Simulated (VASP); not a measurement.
# Al (Fm-3m) in VASP: a series of runs, part 2 of 3

VASP 6.6.1. Earlier steps stand in the parts before.

## 3. Electric field gradients, r2SCAN

Contents of POSCAR:

```
Al
1.0
    0.0000000000      4.0496100000      4.0496100000
    4.0496100000      0.0000000000      4.0496100000
    4.0496100000      4.0496100000      0.0000000000
Al
8
Direct
    0.0000000000      0.0000000000      0.0000000000
    0.0000000000      0.0000000000      0.5000000000
    0.0000000000      0.5000000000      0.0000000000
    0.0000000000      0.5000000000      0.5000000000
    0.5000000000      0.0000000000      0.0000000000
    0.5000000000      0.0000000000      0.5000000000
    0.5000000000      0.5000000000      0.0000000000
    0.5000000000      0.5000000000      0.5000000000
```

Contents of INCAR.step1:

```
ALGO     = Normal         # electronic algorithm
EDIFF    = 1E-4           # SCF threshold, eV
ENCUT    = 520            # plane-wave cutoff, eV
GGA      = PE             # functional
ISMEAR   = -1             # smearing method
LASPH    = T              # aspherical terms in the spheres
LCHARG   = F              # write CHGCAR
LREAL    = F              # projectors in reciprocal space
LWAVE    = T              # write WAVECAR
NBANDS   = 22             # bands
NELM     = 80             # most SCF steps
PREC     = Accurate       # precision mode
SIGMA    = 0.05           # smearing width, eV
```

Contents of INCAR.step2:

```
ALGO     = Normal         # electronic algorithm
EDIFF    = 1E-8           # SCF threshold, eV
ENCUT    = 520            # plane-wave cutoff, eV
ISIF     = 2              # what is computed and relaxed
ISMEAR   = -1             # smearing method
ISTART   = 1            
LASPH    = T              # aspherical terms in the spheres
LCHARG   = F              # write CHGCAR
LEFG     = T            
LMIXTAU  = T            
LREAL    = F              # projectors in reciprocal space
LWAVE    = F              # write WAVECAR
METAGGA  = R2SCAN         # meta-GGA
NBANDS   = 22             # bands
NELM     = 80             # most SCF steps
PREC     = Accurate       # precision mode
SIGMA    = 0.05           # smearing width, eV
```

Contents of KPOINTS:

```
k-points
0
Gamma
  7 7 7
```

Potentials or basis: VASP PAW PBE potentials, release 64 (Al).

Command:

```
$ cat potpaw_PBE.64/Al/POTCAR > POTCAR
$ cp INCAR.step1 INCAR
$ mpirun -np 1 vasp_std > vasp.out
$ cp INCAR.step2 INCAR
$ mpirun -np 1 vasp_std > vasp.out
```

OUTCAR:

```text
EDIFF = 1E-8
   ENCUT = 520
   ISIF = 2
   ISMEAR = -1
   ISTART = 1
   LASPH = T
   LREAL = F
   METAGGA = R2SCAN
   NELM = 80
   PREC = Accurate

 ion  position               nearest neighbor table
   1  0.000  0.000  0.000-   2 2.86   3 2.86   5 2.86   2 2.86   4 2.86   6 2.86   3 2.86   4 2.86
                             7 2.86   5 2.86   6 2.86   7 2.86
   2  0.000  0.000  0.500-   1 2.86   4 2.86   6 2.86   1 2.86   3 2.86   5 2.86   3 2.86   4 2.86
                             8 2.86   5 2.86   6 2.86   8 2.86
   3  0.000  0.500  0.000-   1 2.86   4 2.86   7 2.86   2 2.86   4 2.86   8 2.86   1 2.86   2 2.86
                             5 2.86   5 2.86   7 2.86   8 2.86
   4  0.000  0.500  0.500-   2 2.86   3 2.86   8 2.86   1 2.86   3 2.86   7 2.86   1 2.86   2 2.86
                             6 2.86   6 2.86   7 2.86   8 2.86
   5  0.500  0.000  0.000-   1 2.86   6 2.86   7 2.86   2 2.86   6 2.86   8 2.86   3 2.86   7 2.86
                             8 2.86   1 2.86   2 2.86   3 2.86
   6  0.500  0.000  0.500-   2 2.86   5 2.86   8 2.86   1 2.86   5 2.86   7 2.86   4 2.86   7 2.86
                             8 2.86   1 2.86   2 2.86   4 2.86
   7  0.500  0.500  0.000-   3 2.86   5 2.86   8 2.86   4 2.86   6 2.86   8 2.86   1 2.86   5 2.86
                             6 2.86   1 2.86   3 2.86   4 2.86
   8  0.500  0.500  0.500-   4 2.86   6 2.86   7 2.86   3 2.86   5 2.86   7 2.86   2 2.86   5 2.86
                             6 2.86   2 2.86   3 2.86   4 2.86
[... 6 lines left out ...]
 A1 = (   0.0000000000,   4.0496100000,   4.0496100000)
 A2 = (   4.0496100000,   0.0000000000,   4.0496100000)
 A3 = (   4.0496100000,   4.0496100000,   0.0000000000)

Analysis of symmetry for initial positions (statically):
=====================================================================
 Subroutine PRICEL returns following result:

  LATTYP: Found a face centered cubic cell.
 ALAT       =     4.0496100000

  Lattice vectors:

 A1 = (   0.0000000000,   2.0248050000,   2.0248050000)
 A2 = (   2.0248050000,   0.0000000000,   2.0248050000)
 A3 = (   2.0248050000,   2.0248050000,   0.0000000000)

   8 primitive cells build up your supercell.
[... 698 lines left out ...]

 POSITION                                       TOTAL-FORCE (eV/Angst)
 -----------------------------------------------------------------------------------
      0.00000      0.00000      0.00000        -0.000000      0.000000      0.000000
      2.02481      2.02481      0.00000        -0.000000     -0.000000      0.000000
      2.02481      0.00000      2.02481        -0.000000      0.000000     -0.000000
      4.04961      2.02481      2.02481         0.000000     -0.000000      0.000000
      0.00000      2.02481      2.02481         0.000000     -0.000000     -0.000000
      2.02481      4.04961      2.02481         0.000000     -0.000000     -0.000000
      2.02481      2.02481      4.04961         0.000000      0.000000      0.000000
      4.04961      4.04961      4.04961        -0.000000      0.000000     -0.000000
 -----------------------------------------------------------------------------------
    total drift:                               -0.000000     -0.000000     -0.000000

  FREE ENERGIE OF THE ION-ELECTRON SYSTEM (eV)
  ---------------------------------------------------
  free  energy   TOTEN  =       -53.7952549124 eV

  energy  without entropy=      -53.7662951099  energy(sigma->0) =      -53.78077501

 Electric field gradients (V/A^2)
---------------------------------------------------------------------
 ion       V_xx      V_yy      V_zz      V_xy      V_xz      V_yz
---------------------------------------------------------------------
   1       0.000    -0.000     0.000     0.000     0.000     0.000
   2       0.000    -0.000     0.000     0.000     0.000     0.000
   3       0.000    -0.000     0.000     0.000     0.000     0.000
   4       0.000    -0.000     0.000     0.000     0.000     0.000
   5       0.000    -0.000     0.000     0.000     0.000     0.000
   6       0.000    -0.000     0.000     0.000     0.000     0.000
   7       0.000    -0.000     0.000     0.000     0.000     0.000
   8       0.000    -0.000     0.000     0.000     0.000     0.000
---------------------------------------------------------------------

 Electric field gradients after diagonalization (V/A^2)
 (convention: |V_zz| > |V_xx| > |V_yy|)
----------------------------------------------------------------------
 ion       V_xx      V_yy      V_zz     asymmetry (V_yy - V_xx)/ V_zz
----------------------------------------------------------------------
   1      -0.000    -0.000     0.000       0.000
   2      -0.000    -0.000     0.000       0.000
   3      -0.000    -0.000     0.000       0.000
   4      -0.000    -0.000     0.000       0.000
   5      -0.000    -0.000     0.000       0.000
   6      -0.000    -0.000     0.000       0.000
   7      -0.000    -0.000     0.000       0.000
   8      -0.000    -0.000     0.000       0.000
----------------------------------------------------------------------

           NMR quadrupolar parameters

 Cq : quadrupolar parameter    Cq=e*Q*V_zz/h
 eta: asymmetry parameters     (V_yy - V_xx)/ V_zz
 Q  : nuclear electric quadrupole moment in mb (millibarn)
----------------------------------------------------------------------
 ion       Cq(MHz)       eta       Q (mb)
----------------------------------------------------------------------
   1       0.000       0.000       1.000
   2       0.000       0.000       1.000
   3       0.000       0.000       1.000
   4       0.000       0.000       1.000
   5       0.000       0.000       1.000
   6       0.000       0.000       1.000
   7       0.000       0.000       1.000
   8       0.000       0.000       1.000
----------------------------------------------------------------------
```

OUTCAR.step1:

```text
EDIFF = 1E-4
   ENCUT = 520
   GGA = PE
   ISMEAR = -1
   LASPH = T
[... 750 lines left out ...]
      0.00000      2.02481      2.02481         0.000000      0.000000     -0.000000
      2.02481      4.04961      2.02481         0.000000     -0.000000      0.000000
      2.02481      2.02481      4.04961        -0.000000      0.000000      0.000000
      4.04961      4.04961      4.04961        -0.000000     -0.000000     -0.000000
 -----------------------------------------------------------------------------------
    total drift:                               -0.000000     -0.000000     -0.000000

  FREE ENERGIE OF THE ION-ELECTRON SYSTEM (eV)
  ---------------------------------------------------
  free  energy   TOTEN  =       -29.9189827512 eV

  energy  without entropy=      -29.8852081336  energy(sigma->0) =      -29.90209544
```

OSZICAR.step1:

```text
N       E                     dE             d eps       ncg     rms          rms(c)
DAV:   1     0.216429964026E+02    0.21643E+02   -0.82861E+03   880   0.855E+02
DAV:   2    -0.282370848255E+02   -0.49880E+02   -0.47850E+02  1130   0.117E+02
DAV:   3    -0.300853055723E+02   -0.18482E+01   -0.18036E+01  1130   0.181E+01
DAV:   4    -0.301010166639E+02   -0.15711E-01   -0.15704E-01  1030   0.204E+00
DAV:   5    -0.301012036374E+02   -0.18697E-03   -0.18697E-03  1106   0.238E-01    0.367E+00
DAV:   6    -0.299957817912E+02    0.10542E+00   -0.12772E-02  1006   0.578E-01    0.214E+00
DAV:   7    -0.299192855717E+02    0.76496E-01   -0.35438E-02   978   0.902E-01    0.350E-01
DAV:   8    -0.299189960894E+02    0.28948E-03   -0.34919E-04  1052   0.102E-01    0.220E-02
DAV:   9    -0.299189827512E+02    0.13338E-04   -0.10116E-05   608   0.145E-02
   1 F= -.29918983E+02 E0= -.29902095E+02  d E =-.337746E-01
```

It took 4.3 min on 1 thread of Intel Xeon Platinum 8488C (Sapphire Rapids), shared host; peak memory 0.36 GiB.

What came out:

| Property | Result |
| --- | --- |
| Free energy | -53.7953 eV |
| Pressure | -4.1 GPa |
| Band gap on the k mesh | zero (bands 12 and 13 overlap by 2.67 eV) |
| Largest electric field gradient by atom | under 0.05 V/Å² on every atom |

Caveat: the cell stands under tension; the PAW data sets were made with another functional, which shifts forces and pressure a little.

## 4. Electric field gradients, PBEsol

Contents of INCAR:

```
PREC = Accurate
ENCUT = 520
EDIFF = 1E-8
ISMEAR = -1
SIGMA = 0.05
LREAL = False
LASPH = True
NELM = 100
ALGO = Normal
ISIF = 2
LWAVE = False
LCHARG = False
GGA = PS
LEFG = True
NBANDS = 22
```

Contents of KPOINTS:

```
Automatic mesh
0
Gamma
  11 11 11
```

POSCAR is that of step 3.

Potentials or basis: VASP PAW PBE potentials, release 64 (Al).

Command:

```
$ cat potpaw_PBE.64/Al/POTCAR > POTCAR
$ mpirun -np 1 vasp_std > vasp.out
```

OUTCAR:

```text
PREC = Accurate
   ENCUT = 520
   EDIFF = 1E-8
   ISMEAR = -1
   LREAL = False
   LASPH = True
   NELM = 100
   ISIF = 2
   GGA = PS

 ion  position               nearest neighbor table
   1  0.000  0.000  0.000-   2 2.86   3 2.86   5 2.86   2 2.86   4 2.86   6 2.86   3 2.86   4 2.86
                             7 2.86   5 2.86   6 2.86   7 2.86
   2  0.000  0.000  0.500-   1 2.86   4 2.86   6 2.86   1 2.86   3 2.86   5 2.86   3 2.86   4 2.86
                             8 2.86   5 2.86   6 2.86   8 2.86
   3  0.000  0.500  0.000-   1 2.86   4 2.86   7 2.86   2 2.86   4 2.86   8 2.86   1 2.86   2 2.86
                             5 2.86   5 2.86   7 2.86   8 2.86
   4  0.000  0.500  0.500-   2 2.86   3 2.86   8 2.86   1 2.86   3 2.86   7 2.86   1 2.86   2 2.86
                             6 2.86   6 2.86   7 2.86   8 2.86
   5  0.500  0.000  0.000-   1 2.86   6 2.86   7 2.86   2 2.86   6 2.86   8 2.86   3 2.86   7 2.86
                             8 2.86   1 2.86   2 2.86   3 2.86
   6  0.500  0.000  0.500-   2 2.86   5 2.86   8 2.86   1 2.86   5 2.86   7 2.86   4 2.86   7 2.86
                             8 2.86   1 2.86   2 2.86   4 2.86
   7  0.500  0.500  0.000-   3 2.86   5 2.86   8 2.86   4 2.86   6 2.86   8 2.86   1 2.86   5 2.86
                             6 2.86   1 2.86   3 2.86   4 2.86
   8  0.500  0.500  0.500-   4 2.86   6 2.86   7 2.86   3 2.86   5 2.86   7 2.86   2 2.86   5 2.86
                             6 2.86   2 2.86   3 2.86   4 2.86
[... 6 lines left out ...]
 A1 = (   0.0000000000,   4.0496100000,   4.0496100000)
 A2 = (   4.0496100000,   0.0000000000,   4.0496100000)
 A3 = (   4.0496100000,   4.0496100000,   0.0000000000)

Analysis of symmetry for initial positions (statically):
=====================================================================
 Subroutine PRICEL returns following result:

  LATTYP: Found a face centered cubic cell.
 ALAT       =     4.0496100000

  Lattice vectors:

 A1 = (   0.0000000000,   2.0248050000,   2.0248050000)
 A2 = (   2.0248050000,   0.0000000000,   2.0248050000)
 A3 = (   2.0248050000,   2.0248050000,   0.0000000000)

   8 primitive cells build up your supercell.

 Routine SETGRP: Setting up the symmetry group for a
 face centered cubic supercell.

 Subroutine GETGRP returns: Found 48 space group operations
 (whereof 48 operations were pure point group operations)
 out of a pool of 48 trial point group operations.
[... 801 lines left out ...]
      0.00000      0.00000      0.00000        -0.000000      0.000000     -0.000000
      2.02481      2.02481      0.00000         0.000000      0.000000      0.000000
      2.02481      0.00000      2.02481        -0.000000     -0.000000     -0.000000
      4.04961      2.02481      2.02481        -0.000000      0.000000     -0.000000
      0.00000      2.02481      2.02481         0.000000     -0.000000      0.000000
      2.02481      4.04961      2.02481         0.000000     -0.000000      0.000000
      2.02481      2.02481      4.04961         0.000000      0.000000      0.000000
      4.04961      4.04961      4.04961         0.000000     -0.000000     -0.000000
 -----------------------------------------------------------------------------------
    total drift:                               -0.000000     -0.000000     -0.000000

  FREE ENERGIE OF THE ION-ELECTRON SYSTEM (eV)
  ---------------------------------------------------
  free  energy   TOTEN  =       -32.7418610244 eV

  energy  without entropy=      -32.7190688951  energy(sigma->0) =      -32.73046496

 Electric field gradients (V/A^2)
---------------------------------------------------------------------
 ion       V_xx      V_yy      V_zz      V_xy      V_xz      V_yz
---------------------------------------------------------------------
   1      -0.000     0.000    -0.000     0.000     0.000     0.000
   2      -0.000     0.000    -0.000     0.000     0.000     0.000
   3      -0.000     0.000    -0.000     0.000     0.000     0.000
   4      -0.000     0.000    -0.000     0.000     0.000     0.000
   5      -0.000     0.000    -0.000     0.000     0.000     0.000
   6      -0.000     0.000    -0.000     0.000     0.000     0.000
   7      -0.000     0.000    -0.000     0.000     0.000     0.000
   8      -0.000     0.000    -0.000     0.000     0.000     0.000
---------------------------------------------------------------------

 Electric field gradients after diagonalization (V/A^2)
 (convention: |V_zz| > |V_xx| > |V_yy|)
----------------------------------------------------------------------
 ion       V_xx      V_yy      V_zz     asymmetry (V_yy - V_xx)/ V_zz
----------------------------------------------------------------------
   1      -0.000    -0.000     0.000       0.000
   2      -0.000    -0.000     0.000       0.000
   3      -0.000    -0.000     0.000       0.000
   4      -0.000    -0.000     0.000       0.000
   5      -0.000    -0.000     0.000       0.000
   6      -0.000    -0.000     0.000       0.000
   7      -0.000    -0.000     0.000       0.000
   8      -0.000    -0.000     0.000       0.000
----------------------------------------------------------------------

           NMR quadrupolar parameters

 Cq : quadrupolar parameter    Cq=e*Q*V_zz/h
 eta: asymmetry parameters     (V_yy - V_xx)/ V_zz
 Q  : nuclear electric quadrupole moment in mb (millibarn)
----------------------------------------------------------------------
 ion       Cq(MHz)       eta       Q (mb)
----------------------------------------------------------------------
   1       0.000       0.000       1.000
   2       0.000       0.000       1.000
   3       0.000       0.000       1.000
   4       0.000       0.000       1.000
   5       0.000       0.000       1.000
   6       0.000       0.000       1.000
   7       0.000       0.000       1.000
   8       0.000       0.000       1.000
----------------------------------------------------------------------
```

OSZICAR:

```text
N       E                     dE             d eps       ncg     rms          rms(c)
DAV:   1     0.191524594502E+02    0.19152E+02   -0.82981E+03  2464   0.854E+02
DAV:   2    -0.309926586241E+02   -0.50145E+02   -0.47588E+02  3106   0.116E+02
DAV:   3    -0.329512006314E+02   -0.19585E+01   -0.19270E+01  3182   0.188E+01
DAV:   4    -0.329680780384E+02   -0.16877E-01   -0.16866E-01  2890   0.209E+00
DAV:   5    -0.329682645094E+02   -0.18647E-03   -0.18647E-03  3040   0.241E-01    0.391E+00
DAV:   6    -0.328331703249E+02    0.13509E+00   -0.16515E-02  2872   0.576E-01    0.223E+00
DAV:   7    -0.327423841422E+02    0.90786E-01   -0.41512E-02  2716   0.881E-01    0.386E-01
DAV:   8    -0.327418728980E+02    0.51124E-03   -0.53703E-04  3184   0.118E-01    0.172E-02
DAV:   9    -0.327418659389E+02    0.69592E-05   -0.62090E-06  2932   0.118E-02    0.629E-03
DAV:  10    -0.327418608949E+02    0.50440E-05   -0.10668E-07  3202   0.195E-03    0.797E-03
DAV:  11    -0.327418610535E+02   -0.15858E-06   -0.57791E-09  1960   0.381E-04    0.106E-03
DAV:  12    -0.327418609961E+02    0.57378E-07   -0.45970E-10  1946   0.146E-04    0.103E-04
DAV:  13    -0.327418610272E+02   -0.31131E-07   -0.11448E-10  1760   0.474E-05    0.585E-05
DAV:  14    -0.327418610244E+02    0.28658E-08   -0.12590E-11  1754   0.233E-05
   1 F= -.32741861E+02 E0= -.32730465E+02  d E =-.227921E-01
```

stdout:

```text
POSCAR found type information on POSCAR Al
 POSCAR found :  1 types and       8 ions
 scaLAPACK will be used
 -----------------------------------------------------------------------------
|                                                                             |
|                                                                             |
|     You enforced a specific xc type in the INCAR file but a different       |
|     I HOPE YOU KNOW WHAT YOU ARE DOING!                                     |
|                                                                             |
 -----------------------------------------------------------------------------

 LDA part: xc-table for (Slater+PW92), standard interpolation
 POSCAR, INCAR and KPOINTS ok, starting setup
 FFT: planning ... GRIDC
 FFT: planning ... GRID_SOFT
 FFT: planning ... GRID
 WAVECAR not read
 entering main loop
ion   1

ion   2

ion   3

ion   4

ion   5

ion   6

ion   7

ion   8
```

Run time: 2.3 min. Hardware: 1 thread of Intel Xeon Platinum 8488C (Sapphire Rapids), shared host; peak memory 0.36 GiB.

What came out:

```
Free energy                             : -32.7419 eV
Pressure                                : -1.9 GPa
Band gap on the k mesh                  : zero (bands 12 and 13 overlap by 2.68 eV)
Largest electric field gradient by atom : under 0.05 V/Å² on every atom
```

Caveat: the PAW data sets were made with another functional, which shifts forces and pressure a little.

(Part 2 of 3 ends here.)
